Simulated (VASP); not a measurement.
Crystal: NaI.

```xyz
2
Lattice="0.0000 3.5432 3.5432 3.5432 0.0000 3.5432 3.5432 3.5432 0.0000" Properties=species:S:1:pos:R:3 pbc="T T T"
Na    0.0000    0.0000    0.0000
I     1.7716    1.7716    1.7716
```

Base run:

| Item | Value |
| --- | --- |
| Program | VASP 6.6.1 |
| Functional | r2SCAN |
| Potentials or basis | VASP PAW PBE potentials, release 64 (Na_pv, I) |
| Cutoff | 520 eV |
| k mesh | 4 × 4 × 4 |
| Occupations | gaussian, width 0.001 eV |
| Spin | no spin polarisation |

Its results: band gap on the k mesh 4.42 eV; pressure -0.1 GPa.

Q: The run is repeated on the same cell with these changes: functional from r2SCAN to PBE-based screened hybrid with 100 % exact exchange; occupations from gaussian, width 0.001 eV to gaussian, width 0.01 eV. What comes out?

A: Band gap on the k mesh 9.33 eV; pressure -0.4 GPa.

Caveats: the structure was generated, so it needn't be the stable form of NaI; the PAW data sets were made with another functional, which shifts forces and pressure a little; spin-orbit coupling is left out, which moves the levels of the heavy elements.

